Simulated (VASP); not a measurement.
# ZnNi (Pm-3m) in VASP: further runs

The runs below take ZnNi through single point, with LDA.

Everything below comes from runs of VASP 6.6.1. Logs are shortened: lines on timing, memory, paths and dates and some standing lists are left out, and cuts for length are marked.

### 1 The cell of the first run

It takes space group Pm-3m (No. 221, cubic). The conventional cell has a = 2.908 Å, b = 2.908 Å, c = 2.908 Å, α = 90.00°, β = 90.00°, γ = 90.00°. Zn (site symmetry m-3m) has 8 Ni at 2.52 Å and 6 Zn at 2.91 Å within 3.3 Å. Ni (site symmetry m-3m) has 8 Zn at 2.52 Å and 6 Ni at 2.91 Å within 3.3 Å.

### 2 Single point, LDA, collinear spin

Input file INCAR:

```
SYSTEM = ZnNi
PREC = Accurate ; ENCUT = 600
EDIFF = 1E-6 ; ISMEAR = 1
SIGMA = 0.01 ; LREAL = .False.
LASPH = .True. ; NELM = 200
ALGO = Normal ; ISIF = 2
LWAVE = .False. ; LCHARG = .False.
ISPIN = 2 ; MAGMOM = 0 0 0.08 0.08
LORBIT = 11 ; LMAXMIX = 4
NBANDS = 34 ; GGA_COMPAT = .False.
```

Input file KPOINTS:

```
regular mesh
0
Gamma
  8 8 4
  0 0 0
```

Input file POSCAR:

```
ZnNi
1.0
    2.9083000000      0.0000000000      0.0000000000
    0.0000000000      2.9083000000      0.0000000000
    0.0000000000      0.0000000000      5.8166000000
Zn Ni
2 2
Direct
    0.5000000000      0.5000000000      0.2500000000
    0.5000000000      0.5000000000      0.7500000000
    0.0000000000      0.0000000000      0.0000000000
    0.0000000000      0.0000000000      0.5000000000
```

Potentials or basis: VASP PAW LDA potentials, release 64 (Zn, Ni).

On the command line:

```
cat potpaw_LDA.64/Zn/POTCAR potpaw_LDA.64/Ni/POTCAR > POTCAR
mpirun -np 1 vasp_std > vasp.out
```

OUTCAR:

```text
SYSTEM = ZnNi
   PREC = Accurate
   ENCUT = 600
   EDIFF = 1E-6
   ISMEAR = 1
   LREAL = .False.
   LASPH = .True.
   NELM = 200
   ISIF = 2
   ISPIN = 2
   LORBIT = 11

 ion  position               nearest neighbor table
   1  0.500  0.500  0.250-   3 2.52   4 2.52   3 2.52   4 2.52   3 2.52   4 2.52   3 2.52   4 2.52
                             2 2.91   2 2.91
   2  0.500  0.500  0.750-   3 2.52   4 2.52   3 2.52   4 2.52   3 2.52   4 2.52   3 2.52   4 2.52
                             1 2.91   1 2.91
   3  0.000  0.000  0.000-   1 2.52   2 2.52   1 2.52   2 2.52   1 2.52   2 2.52   1 2.52   2 2.52
                             4 2.91   4 2.91
   4  0.000  0.000  0.500-   1 2.52   2 2.52   1 2.52   2 2.52   1 2.52   2 2.52   1 2.52   2 2.52
                             3 2.91   3 2.91

  LATTYP: Found a simple tetragonal cell.
 ALAT       =     2.9083000000
 C/A-ratio  =     2.0000000000

  Lattice vectors:

 A1 = (   2.9083000000,   0.0000000000,   0.0000000000)
 A2 = (   0.0000000000,   2.9083000000,   0.0000000000)
 A3 = (   0.0000000000,   0.0000000000,   5.8166000000)

Analysis of symmetry for initial positions (statically):
=====================================================================
 Subroutine PRICEL returns following result:

  LATTYP: Found a simple cubic cell.
 ALAT       =     2.9083000000

  Lattice vectors:

 A1 = (   2.9083000000,   0.0000000000,   0.0000000000)
 A2 = (   0.0000000000,   2.9083000000,   0.0000000000)
 A3 = (   0.0000000000,   0.0000000000,   2.9083000000)

   2 primitive cells build up your supercell.

 Routine SETGRP: Setting up the symmetry group for a
 simple tetragonal supercell.

 Subroutine GETGRP returns: Found 16 space group operations
 (whereof 16 operations were pure point group operations)
 out of a pool of 16 trial point group operations.

The static configuration has the point symmetry D_4h.

Analysis of symmetry for dynamics (positions and initial velocities):
=====================================================================
 Subroutine PRICEL returns following result:

  LATTYP: Found a simple cubic cell.
 ALAT       =     2.9083000000

  Lattice vectors:

 A1 = (   2.9083000000,   0.0000000000,   0.0000000000)
 A2 = (   0.0000000000,   2.9083000000,   0.0000000000)
 A3 = (   0.0000000000,   0.0000000000,   2.9083000000)

   2 primitive cells build up your supercell.

 Routine SETGRP: Setting up the symmetry group for a
 simple tetragonal supercell.

 Subroutine GETGRP returns: Found 16 space group operations
 (whereof 16 operations were pure point group operations)
 out of a pool of 16 trial point group operations.

The dynamic configuration has the point symmetry D_4h.

Analysis of structural, dynamic, and magnetic symmetry:
=====================================================================
 Subroutine PRICEL returns following result:

  LATTYP: Found a simple cubic cell.
 ALAT       =     2.9083000000

  Lattice vectors:

 A1 = (   2.9083000000,   0.0000000000,   0.0000000000)
 A2 = (   0.0000000000,   2.9083000000,   0.0000000000)
 A3 = (   0.0000000000,   0.0000000000,   2.9083000000)

   2 primitive cells build up your supercell.

 Routine SETGRP: Setting up the symmetry group for a
 simple tetragonal supercell.

 Subroutine GETGRP returns: Found 16 space group operations
 (whereof 16 operations were pure point group operations)
 out of a pool of 16 trial point group operations.

The overall configuration has the point symmetry D_4h.

 Subroutine INISYM returns: Found 16 space group operations
 (whereof 16 operations are pure point group operations),
 and found     2 'primitive' translations

----------------------------------------------------------------------------------------

                                     Primitive cell

  volume of cell :      24.5990

  direct lattice vectors                    reciprocal lattice vectors
     2.908300000  0.000000000  0.000000000     0.343843482  0.000000000  0.000000000
     0.000000000  2.908300000  0.000000000     0.000000000  0.343843482  0.000000000
     0.000000000  0.000000000  2.908300000     0.000000000  0.000000000  0.343843482

  length of vectors
     2.908300000  2.908300000  2.908300000     0.343843482  0.343843482  0.343843482

  position of ions in fractional coordinates (direct lattice)
     0.500000000  0.500000000  0.500000000
     0.000000000  0.000000000  0.000000000

  ion indices of the primitive-cell ions
   primitive index   ion index
                 1           1
                 2           3

----------------------------------------------------------------------------------------

 KPOINTS: regular mesh

Automatic generation of k-mesh.
 Grid dimensions read from file:
 generate k-points for:    8    8    4

 Generating k-lattice:

  Cartesian coordinates                     Fractional coordinates (reciprocal lattice)
     0.042980435  0.000000000  0.000000000     0.125000000  0.000000000  0.000000000
     0.000000000  0.042980435  0.000000000     0.000000000  0.125000000  0.000000000
     0.000000000  0.000000000  0.042980435     0.000000000  0.000000000  0.250000000

  Length of vectors
     0.042980435  0.042980435  0.042980435

  Shift w.r.t. Gamma in fractional coordinates (k-lattice)
     0.000000000  0.000000000  0.000000000

 Subroutine IBZKPT returns following result:
 ===========================================

 Found     45 irreducible k-points:

 Following reciprocal coordinates:
            Coordinates               Weight
  0.000000  0.000000  0.000000      1.000000
  0.125000  0.000000  0.000000      4.000000
  0.250000  0.000000  0.000000      4.000000
  0.375000  0.000000  0.000000      4.000000
  0.500000  0.000000  0.000000      2.000000
  0.125000  0.125000  0.000000      4.000000
[... 16 lines left out ...]
  0.375000  0.125000  0.250000     16.000000
  0.500000  0.125000  0.250000      8.000000
 [... further k-points ...]
   k-points           NKPTS =     45   k-points in BZ     NKDIM =     45   number of bands    NBANDS=     34
   number of dos      NEDOS =    301   number of ions     NIONS =      4
   total plane-waves  NPLWV =  27648
   dimension x,y,z NGX =    24 NGY =   24 NGZ =   48
   dimension x,y,z NGXF=    48 NGYF=   48 NGZF=   96
   ions per type =               2   2
   NGX,Y,Z   is equivalent  to a cutoff of  13.72, 13.72, 13.72 a.u.
   NGXF,Y,Z  is equivalent  to a cutoff of  27.44, 27.44, 27.44 a.u.
 SYSTEM =  ZnNi
   PREC   = accura    normal or accurate (medium, high low for compatibility)
   ISTART =      0    job   : 0-new  1-cont  2-samecut
   ICHARG =      2    charge: 1-file 2-atom 10-const
   ISPIN  =      2    spin polarized calculation?
   LNONCOLLINEAR =      F non collinear calculations
   LSORBIT =      F    spin-orbit coupling
   LASPH  =      T    aspherical Exc in radial PAW
   ENCUT  =  600.0 eV  44.10 Ry    6.64 a.u.   5.81  5.81 11.62*2*pi/ulx,y,z
   NELM   =    200;   NELMIN=  2; NELMDL= -5     # of ELM steps
   EDIFF  = 0.1E-05   stopping-criterion for ELM
   LREAL  =      F    real-space projection
   EDIFFG = 0.1E-04   stopping-criterion for IOM
   NSW    =      0    number of steps for IOM
   IBRION =     -1    ionic relax: 0-MD 1-quasi-New 2-CG
   NFREE  =      0    steps in history (QN), initial steepest desc. (CG)
   ISIF   =      2    stress and relaxation
   ISYM   =      2    0-nonsym 1-usesym 2-fastsym
   POTIM  = 0.5000    time-step for ionic-motion
   TEBEG  =    0.0;   TEEND  =   0.0 temperature during run
   PSTRESS=    0.0 pullay stress
   NELECT =      44.0000    total number of electrons
   NUPDOWN=      -1.0000    fix difference up-down
   EMIN   =  10.00;   EMAX   =-10.00  energy-range for DOS
   EFERMI =   0.00;   METHOD = LEGACY
   ISMEAR =     1;   SIGMA  =   0.01  broadening in eV -4-tet -1-fermi 0-gaus
   EFERMI_NEDOS =   21; number of points for ismear=-14 and -15
   IALGO  =     38    algorithm
   IMIX   =      4    mixing-type and parameters
     AMIX     =   0.40;   BMIX     =  1.00
     AMIX_MAG =   1.60;   BMIX_MAG =  1.00
  volume/ion in A,a.u.               =      12.30        83.00
  Fermi-wavevector in a.u.,A,eV,Ry     =   1.577284  2.980634 33.848905  2.487824
  Thomas-Fermi vector in A             =   2.677989
   LORBIT       =     11    0 simple, 1 ext, 2 COOP (PROOUT), +10 PAW based schemes
   GGA     = CA    functional components
   LHFCALC =     F    Hartree Fock is set to
   AEXX    =    0.0000 exact exchange contribution
   IVDW    =     0    specifies the selected vdW correction
   LEPSILON=     F    determine dielectric tensor
   LRPA    =     F    only Hartree local field effects (RPA)
 spin polarized calculation
 Methfessel and Paxton  Order N= 1 SIGMA  =   0.01
  energy-cutoff  :      600.00
  volume of cell :       49.20
 maximum number of plane-waves:      1680
 NGX is ok and might be reduce to    24

 number of electron      43.9999997 magnetization       0.1687417

 Free energy of the ion-electron system (eV)
  ---------------------------------------------------
  ext. energy  EPLUGINS =         0.00000000
  ---------------------------------------------------
  free energy    TOTEN  =       -17.80598817 eV

  energy without entropy =      -17.80596495  energy(sigma->0) =      -17.80598043

 E-fermi :   5.6035     XC(G=0): -12.9676

 val. band max:        5.5913864566   @ k =   0.2500   0.2500   0.0000
 cond. band min:       5.6066059348   @ k =   0.5000   0.1250   0.0000
 fundamental gap:      0.0152194781
 Fermi energy:         5.6035065494

 spin component 1

 k-point     1 :       0.0000    0.0000    0.0000
  band No.  band energies     occupation
      1      -4.2751      1.00000
      2      -1.9238      1.00000
      3      -1.9237      1.00000
      4      -1.9161      1.00000
      5      -1.6964      1.00000
      6      -1.3671      1.00000
[... 26 lines left out ...]
     33      19.6419      0.00000
     34      19.9090      0.00000

 k-point     2 :       0.1250    0.0000    0.0000
  band No.  band energies     occupation
      1      -3.9853      1.00000
      2      -1.8915      1.00000
      3      -1.8584      1.00000
      4      -1.8296      1.00000
      5      -1.6317      1.00000
      6      -1.5445      1.00000
[... 26 lines left out ...]
     33      20.6570      0.00000
     34      21.5233      0.00000
[... 775 lines left out ...]
     33      20.4300      0.00000
     34      22.8014      0.00000

 k-point    24 :       0.5000    0.1250    0.2500
  band No.  band energies     occupation
      1      -1.9949      1.00000
      2      -1.6956      1.00000
      3      -1.6566      1.00000
      4      -1.6184      1.00000
      5      -1.6110      1.00000
      6      -1.5053      1.00000
[... 26 lines left out ...]
     33      21.2626      0.00000
     34      22.6793      0.00000

 [... further k-points ...]

 spin component 2

 k-point     1 :       0.0000    0.0000    0.0000
  band No.  band energies     occupation
      1      -4.2638      1.00000
      2      -1.9200      1.00000
      3      -1.9200      1.00000
      4      -1.9120      1.00000
      5      -1.6946      1.00000
      6      -1.3645      1.00000
[... 26 lines left out ...]
     33      19.6594      0.00000
     34      19.9165      0.00000

 k-point     2 :       0.1250    0.0000    0.0000
  band No.  band energies     occupation
      1      -3.9741      1.00000
      2      -1.8880      1.00000
      3      -1.8547      1.00000
      4      -1.8257      1.00000
      5      -1.6297      1.00000
      6      -1.5408      1.00000
[... 26 lines left out ...]
     33      20.6669      0.00000
     34      21.5409      0.00000
[... 775 lines left out ...]
     33      20.4456      0.00000
     34      22.8163      0.00000

 k-point    24 :       0.5000    0.1250    0.2500
  band No.  band energies     occupation
      1      -1.9902      1.00000
      2      -1.6918      1.00000
      3      -1.6530      1.00000
      4      -1.6164      1.00000
      5      -1.6070      1.00000
      6      -1.5017      1.00000
[... 26 lines left out ...]
     33      21.2743      0.00000
     34      22.6993      0.00000

 [... further k-points ...]

------------------------ aborting loop because EDIFF is reached ----------------------------------------

  FORCE on cell =-STRESS in cart. coord.  units (eV):
  Direction    XX          YY          ZZ          XY          YZ          ZX
  --------------------------------------------------------------------------------------
  -------------------------------------------------------------------------------------
  Total       -4.5968271     -4.5968271     -4.5967977      0.0000000      0.0000000      0.0000000
  in kB     -149.6997756   -149.6997756   -149.6988175      0.0000000      0.0000000      0.0000000
  external PRESSURE =    -149.6994563 kB  Pullay stress =       0.0000000 kB

 VOLUME and BASIS-vectors are now :
 -----------------------------------------------------------------------------
  energy-cutoff  :      600.00
  volume of cell :       49.20
      direct lattice vectors                 reciprocal lattice vectors
     2.908300000  0.000000000  0.000000000     0.343843482  0.000000000  0.000000000
     0.000000000  2.908300000  0.000000000     0.000000000  0.343843482  0.000000000
     0.000000000  0.000000000  5.816600000     0.000000000  0.000000000  0.171921741

 POSITION                                       TOTAL-FORCE (eV/Angst)
 -----------------------------------------------------------------------------------
      1.45415      1.45415      1.45415         0.000000     -0.000000      0.000000
      1.45415      1.45415      4.36245        -0.000000     -0.000000      0.000000
      0.00000      0.00000      0.00000         0.000000      0.000000      0.000000
      0.00000      0.00000      2.90830         0.000000      0.000000      0.000000
 -----------------------------------------------------------------------------------
    total drift:                                0.000000     -0.000000     -0.000000

  FREE ENERGIE OF THE ION-ELECTRON SYSTEM (eV)
  ---------------------------------------------------
  free  energy   TOTEN  =       -17.8059881735 eV

  energy  without entropy=      -17.8059649484  energy(sigma->0) =      -17.80598043

 total charge

# of ion       s       p       d       tot
------------------------------------------
    1        0.608   0.537   9.748  10.892
    2        0.608   0.537   9.748  10.892
    3        0.416   0.401   8.443   9.261
    4        0.416   0.401   8.443   9.261
--------------------------------------------------
tot          2.049   1.876  36.382  40.306

 magnetization (x)

# of ion       s       p       d       tot
------------------------------------------
    1        0.000   0.002   0.001   0.004
    2        0.000   0.002   0.001   0.004
    3        0.003   0.003   0.070   0.076
    4        0.003   0.003   0.070   0.076
--------------------------------------------------
tot          0.007   0.011   0.143   0.160
```

Run time: 3 min. Hardware: 1 thread of AMD EPYC 7R43 (Zen 3), shared host; peak memory 0.21 GiB.

What came out:

```
Free energy                                           : -17.8060 eV
Pressure                                              : -15.0 GPa
Net moment                                            : 0.17 μB per cell
Site moments                                          : Zn +0.00; Ni +0.08 μB
Valence electrons inside the program's atomic spheres : Zn 10.89; Ni 9.26
```

Caveat: the cell stands under tension.

### 3 Single point, LDA, collinear spin, ferromagnetic start

This run uses another cell than the first one: it holds 2 atoms, not 4.

Input file INCAR:

```
ALGO = Normal ; EDIFF = 1E-6
ENCUT = 520 ; GGA = CA
ISIF = 2 ; ISMEAR = 1
ISPIN = 2 ; LASPH = True
LCHARG = False ; LMAXMIX = 4
LORBIT = 11 ; LREAL = False
LWAVE = False ; MAGMOM = 0 1.5
NBANDS = 22 ; NELM = 150
PREC = Accurate ; SIGMA = 0.01
```

Input file KPOINTS:

```
k-points
0
Gamma
  8 8 8
```

Input file POSCAR:

```
ZnNi
1.0
    2.9083000000      0.0000000000      0.0000000000
    0.0000000000      2.9083000000      0.0000000000
    0.0000000000      0.0000000000      2.9083000000
Zn Ni
1 1
Direct
    0.5000000000      0.5000000000      0.5000000000
    0.0000000000      0.0000000000      0.0000000000
```

Potentials or basis: VASP PAW LDA potentials, release 64 (Zn, Ni).

On the command line:

```
cat potpaw_LDA.64/Zn/POTCAR potpaw_LDA.64/Ni/POTCAR > POTCAR
mpirun -np 1 vasp_std > vasp.out
```

Run time: 77 s. Hardware: 1 thread of Intel Xeon 8259CL, shared host; peak memory 0.16 GiB.

The run converged. Its results:

```yaml
Free_energy: -8.9033 eV
Pressure: -15.1 GPa
Net_moment: 0.08 μB per cell
Site_moments: Zn +0.00; Ni +0.08 μB
Valence_electrons_inside_the_program's_atomic_spheres: Zn 10.89; Ni 9.26
```

Levels at points of the mesh, in eV from the Fermi level:
Spin up:
| k point | band 9 | band 10 | band 11 | band 12 | band 13 | band 14 |
| --- | --- | --- | --- | --- | --- | --- |
| (0.00, 0.00, 0.00) | -0.89 | -0.89 | -0.89 | 7.11 | 7.11 | 7.11 |
| (0.50, 0.00, 0.00) | -1.63 | -1.63 | -0.96 | -0.16 | 12.83 | 12.83 |
| (0.50, 0.50, 0.00) | -1.25 | -1.13 | -1.13 | -0.61 | 3.30 | 3.69 |
| (0.50, 0.50, 0.50) | -0.58 | -0.58 | 4.46 | 5.39 | 5.39 | 5.39 |
Spin down:
| k point | band 8 | band 9 | band 10 | band 11 | band 12 | band 13 | band 14 | band 15 |
| --- | --- | --- | --- | --- | --- | --- | --- | --- |
| (0.00, 0.00, 0.00) | -2.04 | -0.83 | -0.83 | -0.83 | 7.12 | 7.12 | 7.12 | 12.67 |
| (0.50, 0.00, 0.00) | -2.13 | -1.57 | -1.57 | -0.90 | -0.08 | 12.84 | 12.84 | 13.74 |
| (0.50, 0.50, 0.00) | -1.23 | -1.23 | -1.07 | -1.07 | -0.53 | 3.34 | 3.72 | 14.67 |
| (0.50, 0.50, 0.50) | -3.04 | -0.50 | -0.50 | 4.46 | 5.40 | 5.40 | 5.40 | 5.90 |

Caveat: the cell stands under tension.
